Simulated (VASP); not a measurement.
Write the native input for VASP 6.6.1 that does the following.

```
Task                   : single point
Functional             : r2SCAN
Dispersion             : rVV10
Potentials or basis    : VASP PAW PBE potentials, release 64 (Zn, F)
Cutoff                 : 660 eV
k mesh                 : 6 × 6 × 10
Occupations            : fermi-dirac, width 0.03 eV
Spin                   : no spin polarisation
Dipole correction      : no
Further INCAR settings : ALGO = Normal; EDIFF = 1e-06; NBANDS = 35
```

The system is ZnF2.

```xyz
6
Lattice="4.6807 0.0000 0.0000 0.0000 4.6807 0.0000 0.0000 0.0000 3.1220" Properties=species:S:1:pos:R:3 pbc="T T T"
Zn    2.3403    2.3403    1.5610
Zn    0.0000    0.0000    0.0000
F     3.2628    3.2628    0.0000
F     3.7581    0.9225    1.5610
F     1.4178    1.4178    0.0000
F     0.9225    3.7581    1.5610
```

One way to write it, as run:

POSCAR

```
ZnF2
1.0
    4.6806556978      0.0000000000      0.0000000000
    0.0000000000      4.6806556978      0.0000000000
    0.0000000000      0.0000000000      3.1220014519
Zn F
2 4
Direct
    0.5000000000      0.5000000000      0.5000000000
    0.0000000000      0.0000000000      0.0000000000
    0.6970893803      0.6970893803      0.0000000000
    0.8029106197      0.1970893803      0.5000000000
    0.3029106197      0.3029106197      0.0000000000
    0.1970893803      0.8029106197      0.5000000000
```

INCAR.step1

```
SYSTEM = ZnF2
PREC = Accurate
ENCUT = 660
ISMEAR = -1
SIGMA = 0.03
LREAL = .False.
LASPH = .True.
NELM = 120
NBANDS = 35
GGA = PE
ALGO = Normal
EDIFF = 1E-5
LWAVE = .True.
LCHARG = .False.
GGA_COMPAT = .False.
```

INCAR.step2

```
SYSTEM = ZnF2
PREC = Accurate
ENCUT = 660
EDIFF = 1E-6
ISMEAR = -1
SIGMA = 0.03
LREAL = .False.
LASPH = .True.
NELM = 120
ALGO = Normal
ISIF = 2
LWAVE = .False.
LCHARG = .True.
METAGGA = R2SCAN
LMIXTAU = .True.
LUSE_VDW = .True.
IVDW_NL = 2
BPARAM = 11.95
CPARAM = 0.0093
LELF = .True.
LVHAR = .True.
NBANDS = 35
ISTART = 1
GGA_COMPAT = .False.
```

KPOINTS

```
Automatic mesh
0
Gamma
  6 6 10
  0 0 0
```

Potentials or basis: VASP PAW PBE potentials, release 64 (Zn, F).

Command:

```bash
$ cat potpaw_PBE.64/Zn/POTCAR potpaw_PBE.64/F/POTCAR > POTCAR
$ cp INCAR.step1 INCAR
$ mpirun -np 1 vasp_std > vasp.out
$ cp INCAR.step2 INCAR
$ mpirun -np 1 vasp_std > vasp.out
```

Results of the run:

The pressure is 0.4 GPa. The largest force is 0.013 eV/Å and the band gap on the k mesh is 4.16 eV.

Caveat: the PAW data sets were made with another functional, which shifts forces and pressure a little.

It took 6.2 min on 1 thread of Intel(R) Xeon(R) Platinum 8488C (Sapphire Rapids), with other jobs on the host, peak memory 0.49 GiB.
